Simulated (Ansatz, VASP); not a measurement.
# GdO in VASP and in Ansatz

Contents of POSCAR:

```
GdO
1.0
    0.0000000000      2.7529546205      2.7529546205
    2.7529546205      0.0000000000      2.7529546205
    2.7529546205      2.7529546205      0.0000000000
Gd O
1 1
Direct
    0.0000000000      0.0000000000      0.0000000000
    0.7500000000      0.7500000000      0.7500000000
```

The input INCAR.step1:

```
ALGO = Normal
EDIFF = 1E-4
ENCUT = 520
GGA = PE
ISMEAR = -1
ISPIN = 2
LASPH = T
LCHARG = F
LMAXMIX = 6
LREAL = F
LWAVE = T
MAGMOM = 7 0
NBANDS = 23
NELM = 150
PREC = Accurate
SIGMA = 0.05
```

File INCAR.step2:

```
ALGO = Normal
EDIFF = 1E-6
ENCUT = 520
ISIF = 2
ISMEAR = -1
ISPIN = 2
ISTART = 1
LASPH = T
LCHARG = F
LMAXMIX = 6
LMIXTAU = T
LORBIT = 11
LREAL = F
LWAVE = F
MAGMOM = 7 0
METAGGA = R2SCAN
NBANDS = 23
NELM = 150
PREC = Accurate
SIGMA = 0.05
```

Contents of KPOINTS:

```
k-points
0
Gamma
  9 9 9
```

Contents of input.yaml:

```yaml
crystal:
  lattice:
    - [0.0, 2.7529546205, 2.7529546205]
    - [2.7529546205, 0.0, 2.7529546205]
    - [2.7529546205, 2.7529546205, 0.0]
  atoms:
    - { symbol: Gd, position: [0.0, 0.0, 0.0], spin: 7.0 }
    - { symbol: O, position: [0.75, 0.75, 0.75] }
hamiltonian:
  xc: r2scan
  pseudopotentials: { kind: paw }
magnetization:
  spin_polarized: true
kpoints:
  mp_grid: { grid: [9, 9, 9] }
scf:
  occupations: { method: fermi_dirac, width: 0.05 }
output:
  forces: true
  stress: true
  eigenvalues: true
```

Alike in both runs: task single point; functional r2SCAN; k mesh 9 × 9 × 9; occupations fermi-dirac, width 0.05 eV; collinear spin.

```csv
,VASP,Ansatz
version,VASP 6.6.1,Ansatz 0.2.0
potentials or method,"VASP PAW PBE potentials, release 64 (Gd, O)",Ansatz PAW
plane-wave cutoff (eV),520,500
valence electrons in the cell,24,24
```

|  | VASP | Ansatz | Ansatz less VASP |
| --- | --- | --- | --- |
| gap on the k mesh at the Fermi level (eV) | none | none | - |
| pressure (GPa) | -7.5 | -7.4 | +0.04 |
| net moment per atom (μB) | 3.97 | 3.97 | +0.002 |
| size of the moment on the site where the two differ most (μB) | 6.98 | 7.05 | +0.066 |

VASP's potentials were made for PBE, not for r2SCAN. Site moments also hang on the region over which each program counts them. A gap of «none» marks a metal or a gap that the smearing closes.

Spin-orbit coupling is off throughout. Noted on Ansatz's run: the magnetic or orbital state may not be the lowest.
